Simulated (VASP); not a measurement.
# Sr (P6_3/mmc) in VASP: notebook

Sr is run at these levels: PBEsol; tasks: single point, relaxation of cell and atoms.

All numbers are computed with VASP 6.6.1; they aren't measurements. Logs are shortened: lines on timing, memory, paths and dates and some standing lists are left out, and cuts for length are marked.

## Step 1: The cell of the first run

Symmetry: P6_3/mmc, No. 194, hexagonal system. The conventional cell has a = 3.664 Å, b = 3.664 Å, c = 5.689 Å, α = 90.00°, β = 90.00°, γ = 120.00°. Sr (site symmetry -6m2) has 12 Sr at 3.55 to 3.66 Å within 4.7 Å.

This isn't the form of Sr at room conditions, which is fcc.

## Step 2: Single point, PBEsol

File INCAR:

```
SYSTEM = Sr
  ALGO = Normal
  EDIFF = 1E-6
  ENCUT = 500
  GGA = PS
  GGA_COMPAT = .False.
  ISIF = 2
  ISMEAR = 0
  LASPH = .True.
  LCHARG = .False.
  LREAL = .False.
  LWAVE = .False.
  NBANDS = 17
  NELM = 120
  PREC = Accurate
  SIGMA = 0.1
```

File KPOINTS:

```
k-points
0
Gamma
  6 6 4
  0 0 0
```

File POSCAR:

```
Sr
1.0
    3.6642929414      0.0000000000      0.0000000000
   -1.8321464707      3.1733707742      0.0000000000
    0.0000000000      0.0000000000      5.6894417719
Sr
2
Direct
    0.3333333333      0.6666666667      0.2500000000
    0.6666666667      0.3333333333      0.7500000000
```

Potentials or basis: VASP PAW PBE potentials, release 64 (Sr_sv).

Launch:

```console
$ cat potpaw_PBE.64/Sr_sv/POTCAR > POTCAR
$ mpirun -np 1 vasp_std > vasp.out
```

OUTCAR:

```text
SYSTEM = Sr
   EDIFF = 1E-6
   ENCUT = 500
   GGA = PS
   ISIF = 2
   ISMEAR = 0
   LASPH = .True.
   LREAL = .False.
   NELM = 120
   PREC = Accurate

 ion  position               nearest neighbor table
   1  0.333  0.667  0.250-   2 3.55   2 3.55   2 3.55   2 3.55   2 3.55   2 3.55   2 5.10   2 5.10
                             2 5.10   2 5.10   2 5.10   2 5.10
   2  0.667  0.333  0.750-   1 3.55   1 3.55   1 3.55   1 3.55   1 3.55   1 3.55   1 5.10   1 5.10
                             1 5.10   1 5.10   1 5.10   1 5.10

  LATTYP: Found a hexagonal cell.
 ALAT       =     3.6642929414
 C/A-ratio  =     1.5526711054

  Lattice vectors:

 A1 = (   3.6642929414,   0.0000000000,   0.0000000000)
 A2 = (  -1.8321464707,   3.1733707742,   0.0000000000)
 A3 = (   0.0000000000,   0.0000000000,   5.6894417719)

Analysis of symmetry for initial positions (statically):
=====================================================================
 Subroutine PRICEL returns:
 Original cell was already a primitive cell.

 Routine SETGRP: Setting up the symmetry group for a
 hexagonal supercell.

 Subroutine GETGRP returns: Found 24 space group operations
 (whereof 12 operations were pure point group operations)
 out of a pool of 24 trial point group operations.

The static configuration has the point symmetry D_3d.
 The point group associated with its full space group is D_6h.

Analysis of symmetry for dynamics (positions and initial velocities):
=====================================================================
 Subroutine PRICEL returns:
 Original cell was already a primitive cell.

 Routine SETGRP: Setting up the symmetry group for a
 hexagonal supercell.

 Subroutine GETGRP returns: Found 24 space group operations
 (whereof 12 operations were pure point group operations)
 out of a pool of 24 trial point group operations.

The dynamic configuration has the point symmetry D_3d.
 The point group associated with its full space group is D_6h.

 Subroutine INISYM returns: Found 24 space group operations
 (whereof 12 operations are pure point group operations),
 and found     1 'primitive' translations

----------------------------------------------------------------------------------------

                                     Primitive cell

  volume of cell :      66.1577

  direct lattice vectors                    reciprocal lattice vectors
     3.664292941  0.000000000  0.000000000     0.272903945  0.157561166  0.000000000
    -1.832146471  3.173370774  0.000000000     0.000000000  0.315122332  0.000000000
     0.000000000  0.000000000  5.689441772     0.000000000  0.000000000  0.175764168

  length of vectors
     3.664292941  3.664292941  5.689441772     0.315122332  0.315122332  0.175764168

  position of ions in fractional coordinates (direct lattice)
     0.333333333  0.666666667  0.250000000
     0.666666667  0.333333333  0.750000000

  ion indices of the primitive-cell ions
   primitive index   ion index
                 1           1
                 2           2

----------------------------------------------------------------------------------------

 KPOINTS: k-points

Automatic generation of k-mesh.
 Grid dimensions read from file:
 generate k-points for:    6    6    4

 Generating k-lattice:

  Cartesian coordinates                     Fractional coordinates (reciprocal lattice)
     0.045483991  0.026260194  0.000000000     0.166666667  0.000000000  0.000000000
     0.000000000  0.052520389  0.000000000     0.000000000  0.166666667  0.000000000
     0.000000000  0.000000000  0.043941042     0.000000000  0.000000000  0.250000000

  Length of vectors
     0.052520389  0.052520389  0.043941042

  Shift w.r.t. Gamma in fractional coordinates (k-lattice)
     0.000000000  0.000000000  0.000000000

 Subroutine IBZKPT returns following result:
 ===========================================

 Found     21 irreducible k-points:

 Following reciprocal coordinates:
            Coordinates               Weight
  0.000000  0.000000  0.000000      1.000000
  0.166667  0.000000  0.000000      6.000000
  0.333333  0.000000  0.000000      6.000000
  0.500000  0.000000  0.000000      3.000000
  0.166667  0.166667  0.000000      6.000000
  0.333333  0.166667  0.000000     12.000000
[... 13 lines left out ...]
  0.333333  0.166667  0.500000     12.000000
  0.333333  0.333333  0.500000      2.000000
   k-points           NKPTS =     21   k-points in BZ     NKDIM =     21   number of bands    NBANDS=     17
   number of dos      NEDOS =    301   number of ions     NIONS =      2
   total plane-waves  NPLWV =  32928
   dimension x,y,z NGX =    28 NGY =   28 NGZ =   42
   dimension x,y,z NGXF=    56 NGYF=   56 NGZF=   84
   ions per type =               2
   NGX,Y,Z   is equivalent  to a cutoff of  12.70, 12.70, 12.27 a.u.
   NGXF,Y,Z  is equivalent  to a cutoff of  25.41, 25.41, 24.54 a.u.
 SYSTEM =  Sr
   PREC   = accura    normal or accurate (medium, high low for compatibility)
   ISTART =      0    job   : 0-new  1-cont  2-samecut
   ICHARG =      2    charge: 1-file 2-atom 10-const
   ISPIN  =      1    spin polarized calculation?
   LNONCOLLINEAR =      F non collinear calculations
   LSORBIT =      F    spin-orbit coupling
   LASPH  =      T    aspherical Exc in radial PAW
   ENCUT  =  500.0 eV  36.75 Ry    6.06 a.u.   6.68  6.68 10.37*2*pi/ulx,y,z
   NELM   =    120;   NELMIN=  2; NELMDL= -5     # of ELM steps
   EDIFF  = 0.1E-05   stopping-criterion for ELM
   LREAL  =      F    real-space projection
   EDIFFG = 0.1E-04   stopping-criterion for IOM
   NSW    =      0    number of steps for IOM
   IBRION =     -1    ionic relax: 0-MD 1-quasi-New 2-CG
   NFREE  =      0    steps in history (QN), initial steepest desc. (CG)
   ISIF   =      2    stress and relaxation
   ISYM   =      2    0-nonsym 1-usesym 2-fastsym
   POTIM  = 0.5000    time-step for ionic-motion
   TEBEG  =    0.0;   TEEND  =   0.0 temperature during run
   PSTRESS=    0.0 pullay stress
   NELECT =      20.0000    total number of electrons
   NUPDOWN=      -1.0000    fix difference up-down
   EMIN   =  10.00;   EMAX   =-10.00  energy-range for DOS
   EFERMI =   0.00;   METHOD = LEGACY
   ISMEAR =     0;   SIGMA  =   0.10  broadening in eV -4-tet -1-fermi 0-gaus
   EFERMI_NEDOS =   21; number of points for ismear=-14 and -15
   IALGO  =     38    algorithm
   IMIX   =      4    mixing-type and parameters
     AMIX     =   0.40;   BMIX     =  1.00
     AMIX_MAG =   1.60;   BMIX_MAG =  1.00
  volume/ion in A,a.u.               =      33.08       223.23
  Fermi-wavevector in a.u.,A,eV,Ry     =   1.098731  2.076300 16.425079  1.207209
  Thomas-Fermi vector in A             =   2.235113
   LORBIT       =      0    0 simple, 1 ext, 2 COOP (PROOUT), +10 PAW based schemes
   GGA     = PS    functional components
   LHFCALC =     F    Hartree Fock is set to
   AEXX    =    0.0000 exact exchange contribution
   IVDW    =     0    specifies the selected vdW correction
   LEPSILON=     F    determine dielectric tensor
   LRPA    =     F    only Hartree local field effects (RPA)
 non-spin polarized calculation
 Gauss-broadening in eV      SIGMA  =   0.10
  energy-cutoff  :      500.00
  volume of cell :       66.16
 maximum number of plane-waves:      1701
 NGX is ok and might be reduce to    28
   NGX = 13   NGY = 13   NGZ = 21

 number of electron      20.0000000 magnetization

 Free energy of the ion-electron system (eV)
  ---------------------------------------------------
  ext. energy  EPLUGINS =         0.00000000
  ---------------------------------------------------
  free energy    TOTEN  =        -2.68937769 eV

  energy without entropy =       -2.68387569  energy(sigma->0) =       -2.68662669

 E-fermi :   3.4464     XC(G=0):  -9.2048

 val. band max:        3.3903606032   @ k =   0.3333   0.3333   0.2500
 cond. band min:       3.4654843131   @ k =   0.1667   0.1667   0.0000
 fundamental gap:      0.0751237099
 Fermi energy:         3.4464045520

 k-point     1 :       0.0000    0.0000    0.0000
  band No.  band energies     occupation
      1     -32.1850      2.00000
      2     -32.0260      2.00000
      3     -14.8620      2.00000
      4     -13.9426      2.00000
      5     -13.9426      2.00000
      6     -13.7784      2.00000
[... 9 lines left out ...]
     16       7.0411      0.00000
     17       7.5310      0.00000

 k-point     2 :       0.1667    0.0000    0.0000
  band No.  band energies     occupation
      1     -32.1578      2.00000
      2     -32.0175      2.00000
      3     -14.7735      2.00000
      4     -14.1231      2.00000
      5     -14.0018      2.00000
      6     -13.9642      2.00000
[... 9 lines left out ...]
     16       6.9282      0.00000
     17       7.5865      0.00000

 k-point     3 :       0.3333    0.0000    0.0000
  band No.  band energies     occupation
      1     -32.0976      2.00000
      2     -32.0059      2.00000
      3     -14.5546      2.00000
      4     -14.4812      2.00000
      5     -14.2949      2.00000
      6     -14.1091      2.00000
[... 9 lines left out ...]
     16       8.6191      0.00000
     17       8.8983      0.00000

 k-point     4 :       0.5000    0.0000    0.0000
  band No.  band energies     occupation
      1     -32.0595      2.00000
      2     -32.0077      2.00000
      3     -14.6558      2.00000
      4     -14.4460      2.00000
      5     -14.3880      2.00000
      6     -14.1593      2.00000
[... 9 lines left out ...]
     16      10.4574      0.00000
     17      10.7692      0.00000
[... 283 lines left out ...]
      1     -32.0610      2.00000
      2     -32.0610      2.00000
      3     -14.5237      2.00000
      4     -14.5237      2.00000
      5     -14.0502      2.00000
      6     -14.0502      2.00000
[... 9 lines left out ...]
     16       7.0545      0.00000
     17       9.2655      0.00000

 k-point    20 :       0.3333    0.1667    0.5000
  band No.  band energies     occupation
      1     -32.0336      2.00000
      2     -32.0336      2.00000
      3     -14.6699      2.00000
      4     -14.6699      2.00000
      5     -14.1735      2.00000
      6     -14.1735      2.00000
[... 9 lines left out ...]
     16       7.2826      0.00000
     17       9.9333      0.00000

 k-point    21 :       0.3333    0.3333    0.5000
  band No.  band energies     occupation
      1     -32.0244      2.00000
      2     -32.0244      2.00000
      3     -14.6216      2.00000
      4     -14.6216      2.00000
      5     -14.3393      2.00000
      6     -14.3393      2.00000
[... 9 lines left out ...]
     16       7.4412      0.00000
     17       9.5000      0.00000

------------------------ aborting loop because EDIFF is reached ----------------------------------------

  FORCE on cell =-STRESS in cart. coord.  units (eV):
  Direction    XX          YY          ZZ          XY          YZ          ZX
  --------------------------------------------------------------------------------------
  -------------------------------------------------------------------------------------
  Total        3.8793591      3.8793591      5.2461185      0.0000000      0.0000000      0.0000000
  in kB       93.9485127     93.9485127    127.0480531      0.0000000      0.0000000      0.0000000
  external PRESSURE =     104.9816928 kB  Pullay stress =       0.0000000 kB

 VOLUME and BASIS-vectors are now :
 -----------------------------------------------------------------------------
  energy-cutoff  :      500.00
  volume of cell :       66.16
      direct lattice vectors                 reciprocal lattice vectors
     3.664292941  0.000000000  0.000000000     0.272903945  0.157561166  0.000000000
    -1.832146471  3.173370774  0.000000000     0.000000000  0.315122332  0.000000000
     0.000000000  0.000000000  5.689441772     0.000000000  0.000000000  0.175764168

 POSITION                                       TOTAL-FORCE (eV/Angst)
 -----------------------------------------------------------------------------------
     -0.00000      2.11558      1.42236        -0.000000     -0.000000      0.000000
      1.83215      1.05779      4.26708         0.000000      0.000000      0.000000
 -----------------------------------------------------------------------------------
    total drift:                                0.000000     -0.000000      0.000000

  FREE ENERGIE OF THE ION-ELECTRON SYSTEM (eV)
  ---------------------------------------------------
  free  energy   TOTEN  =        -2.6893776944 eV

  energy  without entropy=       -2.6838756856  energy(sigma->0) =       -2.68662669
```

Wall time 21 s (1 thread of Intel Xeon 8259CL, shared host); peak memory 0.18 GiB.

What came out:

* Free energy: -2.6894 eV
* Pressure: 10.5 GPa
* Band gap on the k mesh: zero (bands 10 and 11 overlap by 0.51 eV)

Caveat: the cell stands under pressure; the PAW data sets were made with another functional, which shifts forces and pressure a little.

## Step 3: Single point, PBEsol

This run uses another cell than the first one, of 51.40 Å³/atom.

File INCAR:

```
PREC = Accurate
ENCUT = 500
EDIFF = 1E-6
ISMEAR = 0
SIGMA = 0.1
LREAL = False
LASPH = True
NELM = 120
ALGO = Normal
ISIF = 2
LWAVE = False
LCHARG = True
GGA = PS
LELF = True
LVHAR = True
NBANDS = 17
GGA_COMPAT = False
```

File KPOINTS:

```
regular mesh
0
Gamma
  6 6 4
```

File POSCAR:

```
Sr
1.0
    4.1967185625      0.0000000000      0.0000000000
   -2.0983592813      3.6344648877      0.0000000000
    0.0000000000      0.0000000000      6.7397289834
Sr
2
Direct
    0.3333333333      0.6666666667      0.2500000000
    0.6666666667      0.3333333333      0.7500000000
```

Potentials or basis: VASP PAW PBE potentials, release 64 (Sr_sv).

Launch:

```console
$ cat potpaw_PBE.64/Sr_sv/POTCAR > POTCAR
$ mpirun -np 1 vasp_std > vasp.out
```

Wall time 30 s (1 thread of Intel Xeon 8259CL, shared host); peak memory 0.22 GiB.

It converged, with:

```yaml
Free_energy: -3.6517 eV
Pressure: 0.3 GPa
Band_gap_on_the_k_mesh: zero (bands 10 and 11 overlap by 0.22 eV)
```

Stress tensor (GPa, compression positive):
```
0.22 0.00 0.00
0.00 0.22 0.00
0.00 0.00 0.32
```

Levels at points of the mesh, in eV from the Fermi level:
| k point | band 8 | band 9 | band 10 | band 11 | band 12 | band 13 |
| --- | --- | --- | --- | --- | --- | --- |
| (0.00, 0.00, 0.00) | -18.30 | -3.79 | -1.16 | 0.21 | 2.32 | 2.32 |
| (0.50, 0.00, 0.00) | -18.33 | -1.18 | -0.56 | 0.01 | 0.19 | 1.40 |
| (0.00, 0.00, 0.50) | -18.32 | -2.76 | -2.76 | 1.34 | 1.34 | 2.30 |
| (0.50, 0.00, 0.50) | -18.36 | -0.89 | -0.89 | 0.30 | 0.30 | 1.36 |

Caveat: the PAW data sets were made with another functional, which shifts forces and pressure a little.

(Continued in part 2 of 2.)

The gap in the log of VASP goes by the Fermi energy; the results here count the filled bands.